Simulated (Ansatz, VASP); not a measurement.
Two plane-wave programs on N

```
N
1.0
     4.66087    2.69095    4.28152
    -4.66087    2.69095    4.28152
     0.00000   -5.38191    4.28152
N
16
Direct
  0.56308 0.04110 0.71863
  0.95890 0.28137 0.43692
  0.71863 0.56308 0.04110
  0.95745 0.95745 0.95745
  0.54110 0.06308 0.21863
  0.78137 0.45890 0.93692
  0.28137 0.43692 0.95890
  0.04255 0.04255 0.04255
  0.45890 0.93692 0.78137
  0.54255 0.54255 0.54255
  0.43692 0.95890 0.28137
  0.45745 0.45745 0.45745
  0.04110 0.71863 0.56308
  0.93692 0.78137 0.45890
  0.21863 0.54110 0.06308
  0.06308 0.21863 0.54110
```

Alike in both runs: task single point; functional PBE0; k mesh 2 × 2 × 2; no spin polarisation.

|  | VASP | Ansatz |
| --- | --- | --- |
| version | VASP 6.6.1 | Ansatz 0.2.0 |
| potentials or method | VASP PAW PBE potentials, release 64 (N) | plane waves, PAW |
| plane-wave cutoff (eV) | 520 | 420 |
| occupations | gaussian, width 0.01 eV | fixed |
| valence electrons in the cell | 80 | 80 |

Ansatz gave:

| Property | Result |
| --- | --- |
| gap on the k mesh at the Fermi level (eV) | 10.43 |
| pressure (GPa) | -0.3 |
| traceless stress, the component that is largest in VASP (GPa) | -0.60 |
| rms of the force components (eV/Å) | 0.493 |

Estimate VASP's values.

gap on the k mesh at the Fermi level (eV): 10.37; pressure (GPa): 2.7; traceless stress, the component that is largest in VASP (GPa): 1.00; rms of the force components (eV/Å): 0.843.

Atom by atom the forces differ by 1.336 eV/Å (rms over components). One of these differences is far larger than is usual between the two programs; its cause wasn't traced. Ansatz's warnings: stress exchange threshold loose, stress scf threshold loose.

The k mesh is coarse, so the values compare programs but aren't converged. Noted on VASP's run: the standard files for N, O and F lose accuracy on very short bonds.
